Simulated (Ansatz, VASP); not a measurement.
## Two plane-wave programs on Ti

Contents of INCAR:

```
  PREC = Accurate
  ENCUT = 600
  EDIFF = 1E-7
  ISMEAR = -1
  SIGMA = 0.15
  LREAL = F
  LASPH = T
  NELM = 80
  ALGO = Fast
  ISIF = 3
  LWAVE = F
  LCHARG = F
  GGA = CA
  IBRION = 2
  NSW = 80
  EDIFFG = -0.001
```

Contents of KPOINTS:

```
regular mesh
0
Gamma
  15 15 8
```

Contents of POSCAR:

```
Ti
1.0
    2.8657446780      0.0000000000      0.0000000000
   -1.4328723390      2.4818076920      0.0000000000
    0.0000000000      0.0000000000      4.5277280831
Ti
2
Direct
    0.3333333333      0.6666666667      0.2500000000
    0.6666666667      0.3333333333      0.7500000000
```

Input for Ansatz:

```yaml
crystal:
  lattice:
    - [2.865744678, 0.0, 0.0]
    - [-1.432872339, 2.481807692, 0.0]
    - [0.0, 0.0, 4.5277280831]
  atoms:
    - { symbol: Ti, position: [0.3333333333, 0.6666666667, 0.25] }
    - { symbol: Ti, position: [0.6666666667, 0.3333333333, 0.75] }
basis:
  ecutwfc: 420
kpoints:
  mp_grid: { grid: [15, 15, 8] }
hamiltonian:
  xc: lda
  pseudopotentials: { kind: paw, azcp: { folder: soft_1 } }
scf:
  occupations: { method: fermi_dirac, width: 0.15 }
output:
  forces: true
  stress: true
  eigenvalues: true
  write_density: true
  write_potential: true
  elf: true
  volumetric_format: npy
relax:
  adjacent_minimum: "off"
  f_tol: 0.001
  max_steps: 60
  cell: { stress_tol: 0.01 }
```

Alike in both runs: task relaxation of cell and atoms; functional LDA; k mesh 15 × 15 × 8; occupations fermi-dirac, width 0.15 eV; no spin polarisation.

|  | VASP | Ansatz |
| --- | --- | --- |
| version | VASP 6.6.1 | Ansatz 0.2.0 |
| potentials or method | VASP PAW LDA potentials, release 64 (Ti_sv), cutoff 600 eV | scalar-relativistic, plane waves, PAW |
| valence electrons in the cell | 24 | 24 |

|  | VASP | Ansatz | Ansatz less VASP |
| --- | --- | --- | --- |
| gap on the k mesh at the Fermi level, each at its own relaxed structure (eV) | none | none | - |
| relaxed volume (Å³/atom) | 16.13 | 16.15 | +0.024 |
| relaxed cell length with the largest relative difference (Å) | 2.863 | 2.865 | +0.0018 |

Ansatz warns that its potentials were made for another functional, while VASP's fit it. LDA's correlation is that of Perdew and Zunger in VASP and of Perdew and Wang (1992) in Ansatz. A gap of «none» marks a metal or a gap that the smearing closes.
